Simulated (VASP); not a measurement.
# Be4Se in VASP: a series of runs, part 2 of 2

VASP 6.6.1.

## 3. Single point, PBE

This run uses another cell than the first one, of 12.45 Å³/atom, 1.003 times its volume.

INCAR

```
SYSTEM = Be4Se
PREC = Accurate
ENCUT = 520
EDIFF = 1E-6
ISMEAR = 0
SIGMA = 0.1
LREAL = .False.
LASPH = .True.
NELM = 60
ALGO = Normal
ISIF = 2
LWAVE = .False.
LCHARG = .False.
GGA = PE
NBANDS = 15
```

KPOINTS

```
regular mesh
0
Gamma
  10 10 10
  0 0 0
```

POSCAR

```
Be4Se
1.0
    3.9629029062      0.0000000000      0.0000000000
    0.0000000000      3.9629029062      0.0000000000
    0.0000000000      0.0000000000      3.9629029062
Be Se
4 1
Direct
    0.0000000000      0.0000000000      0.0000000000
    0.5000000000      0.0000000000      0.0000000000
    0.0000000000      0.5000000000      0.0000000000
    0.0000000000      0.0000000000      0.5000000000
    0.5000000000      0.5000000000      0.5000000000
```

Potentials or basis: VASP PAW PBE potentials, release 64 (Be, Se).

The run is started by

```sh
cat potpaw_PBE.64/Be/POTCAR potpaw_PBE.64/Se/POTCAR > POTCAR
mpirun -np 1 vasp_std > vasp.out
```

OUTCAR:

```text
SYSTEM = Be4Se
   PREC = Accurate
   ENCUT = 520
   EDIFF = 1E-6
   ISMEAR = 0
   LREAL = .False.
   LASPH = .True.
   NELM = 60
   ISIF = 2
   GGA = PE

 ion  position               nearest neighbor table
   1  0.000  0.000  0.000-   2 1.98   3 1.98   4 1.98   4 1.98   3 1.98   2 1.98
   2  0.500  0.000  0.000-   1 1.98   1 1.98
   3  0.000  0.500  0.000-   1 1.98   1 1.98
   4  0.000  0.000  0.500-   1 1.98   1 1.98
   5  0.500  0.500  0.500-

  LATTYP: Found a simple cubic cell.
[... 627 lines left out ...]

 [... further k-points ...]
[... 5 lines left out ...]
  --------------------------------------------------------------------------------------
  -------------------------------------------------------------------------------------
  Total        0.0417638      0.0417638      0.0417638     -0.0000000      0.0000000      0.0000000
  in kB        1.0751522      1.0751522      1.0751522     -0.0000000      0.0000000      0.0000000
  external PRESSURE =       1.0751522 kB  Pullay stress =       0.0000000 kB

 VOLUME and BASIS-vectors are now :
 -----------------------------------------------------------------------------
  energy-cutoff  :      520.00
  volume of cell :       62.24
      direct lattice vectors                 reciprocal lattice vectors
     3.962902906  0.000000000  0.000000000     0.252340273  0.000000000  0.000000000
     0.000000000  3.962902906  0.000000000     0.000000000  0.252340273  0.000000000
     0.000000000  0.000000000  3.962902906     0.000000000  0.000000000  0.252340273

 POSITION                                       TOTAL-FORCE (eV/Angst)
 -----------------------------------------------------------------------------------
      0.00000      0.00000      0.00000         0.000000      0.000000      0.000000
      1.98145      0.00000      0.00000         0.000000      0.000000      0.000000
      0.00000      1.98145      0.00000         0.000000      0.000000      0.000000
      0.00000      0.00000      1.98145         0.000000      0.000000      0.000000
      1.98145      1.98145      1.98145         0.000000      0.000000      0.000000
 -----------------------------------------------------------------------------------
    total drift:                                0.000000      0.000000      0.000000

  FREE ENERGIE OF THE ION-ELECTRON SYSTEM (eV)
  ---------------------------------------------------
  free  energy   TOTEN  =       -14.9096968306 eV

  energy  without entropy=      -14.8999492351  energy(sigma->0) =      -14.90482303
```

OSZICAR:

```text
N       E                     dE             d eps       ncg     rms          rms(c)
DAV:   1     0.260196008070E+02    0.26020E+02   -0.56715E+03  1680   0.782E+02
DAV:   2    -0.146885132404E+02   -0.40708E+02   -0.37154E+02  2307   0.130E+02
DAV:   3    -0.169580230625E+02   -0.22695E+01   -0.22396E+01  2261   0.294E+01
DAV:   4    -0.169779645083E+02   -0.19941E-01   -0.19922E-01  1883   0.315E+00
DAV:   5    -0.169781256680E+02   -0.16116E-03   -0.16114E-03  2275   0.261E-01    0.604E+00
DAV:   6    -0.149640836981E+02    0.20140E+01   -0.66683E+00  1855   0.110E+01    0.278E+00
DAV:   7    -0.149227587471E+02    0.41325E-01   -0.63681E-01  2079   0.412E+00    0.191E+00
DAV:   8    -0.149106339661E+02    0.12125E-01   -0.42374E-02  1967   0.103E+00    0.451E-01
DAV:   9    -0.149097805455E+02    0.85342E-03   -0.90121E-03  2116   0.494E-01    0.205E-01
DAV:  10    -0.149096919229E+02    0.88623E-04   -0.95048E-04  1946   0.181E-01    0.253E-02
DAV:  11    -0.149096963819E+02   -0.44590E-05   -0.53561E-05  2233   0.462E-02    0.180E-02
DAV:  12    -0.149096968306E+02   -0.44865E-06   -0.10458E-06  1515   0.717E-03
   1 F= -.14909697E+02 E0= -.14904823E+02  d E =-.974760E-02
```

It took 16 s on 1 thread of Intel Xeon 6975P-C (Granite Rapids), shared host; peak memory 0.19 GiB.

Results:

```yaml
Free_energy: -14.9097 eV
Pressure: 0.1 GPa
Band_gap_on_the_k_mesh: zero (band 7 reaches 5.73 eV, above the bottom of band 8 at 1.95 eV)
```

## 4. Relaxation of cell and atoms, PBE

INCAR

```
PREC = Accurate
ENCUT = 600
EDIFF = 1E-7
ISMEAR = 0
SIGMA = 0.1
LREAL = False
LASPH = True
NELM = 80
ALGO = Normal
ISIF = 3
LWAVE = False
LCHARG = False
GGA = PE
IBRION = 2
NSW = 100
EDIFFG = -0.01
```

KPOINTS

```
Automatic mesh
0
Gamma
  10 10 10
```

Changes to POSCAR since step 3:

```diff
@@ -2,5 +2,5 @@
 1.0
-    3.9629029062      0.0000000000      0.0000000000
-    0.0000000000      3.9629029062      0.0000000000
-    0.0000000000      0.0000000000      3.9629029062
+    3.9588014764      0.0000000000      0.0000000000
+    0.0000000000      3.9588014764      0.0000000000
+    0.0000000000      0.0000000000      3.9588014764
 Be Se
```

The run is started by

```sh
cat potpaw_PBE.64/Be/POTCAR potpaw_PBE.64/Se/POTCAR > POTCAR
mpirun -np 1 vasp_std > vasp.out
```

Run time: 18 s. Hardware: 1 thread of Intel Xeon 6975P-C (Granite Rapids), shared host; peak memory 0.21 GiB.

Results (log left out):

* Free energy: -14.9098 eV
* Relaxed volume: 12.46 Å³/atom
* Relaxed cell: a = 3.964 Å, b = 3.964 Å, c = 3.964 Å, α = 90.00°, β = 90.00°, γ = 90.00°
* Space group after relaxing (to 0.05 Å): Pm-3m (No. 221)
* Energy gained by relaxing: 0.1 meV/atom
* Ionic steps: 2
* Pressure after relaxing: 0.1 GPa
* Band gap on the k mesh: zero (band 7 reaches 5.72 eV, above the bottom of band 8 at 1.94 eV)

The path:
```tsv
step	energy change (eV)	largest force (eV/Å)	pressure (GPa)	volume (Å³)
1	0.0000	0.0000	0.35	62.04
2	-0.0003	0.0000	0.06	62.28
```

Final structure:
```yaml
crystal:
  lattice:
    - [3.96393, 0.00000, 0.00000]
    - [0.00000, 3.96393, 0.00000]
    - [0.00000, 0.00000, 3.96393]
  atoms:
    - { symbol: Be, position: [0.00000, 0.00000, 0.00000] }
    - { symbol: Be, position: [0.50000, 0.00000, 0.00000] }
    - { symbol: Be, position: [0.00000, 0.50000, 0.00000] }
    - { symbol: Be, position: [0.00000, 0.00000, 0.50000] }
    - { symbol: Se, position: [0.50000, 0.50000, 0.50000] }
```

Levels at points of the mesh, in eV from the Fermi level:
| k point | band 3 | band 4 | band 5 | band 6 | band 7 | band 8 | band 9 | band 10 | band 11 |
| --- | --- | --- | --- | --- | --- | --- | --- | --- | --- |
| (0.00, 0.00, 0.00) | -4.30 | -4.30 | -4.30 | 0.79 | 0.79 | 0.79 | 0.97 | 0.97 | 5.67 |
| (0.50, 0.00, 0.00) | -2.99 | -2.82 | -2.82 | -1.58 | -1.58 | -0.99 | 1.87 | 3.36 | 5.61 |
| (0.50, 0.50, 0.00) | -6.46 | -5.73 | -2.04 | -0.45 | 0.34 | 1.19 | 1.19 | 2.38 | 2.38 |
| (0.50, 0.50, 0.50) | -5.35 | -5.35 | -4.77 | -2.99 | -2.99 | -2.99 | 6.04 | 6.04 | 6.04 |

## 5. Overview

```tsv
task	cell	k mesh	cutoff (eV)	gap on the mesh (eV)	pressure (GPa)
single point	a = 3.941, b = 3.941, c = 3.995 Å, 5 atoms	6 × 6 × 4	520	none	0.2
single point	a = 3.963 Å, 5 atoms	10 × 10 × 10	520	none	0.1
relaxation of cell and atoms	relaxed from a = 3.959 Å, 5 atoms	10 × 10 × 10	600	none	0.1
```

Alike in all rows: level PBE; potentials or basis VASP PAW PBE potentials, release 64 (Be, Se); no spin polarisation; smearing gaussian 0.1 eV.

Caveats: some runs use coarse meshes.

Absolute energies hang on the potentials; compare differences alone.
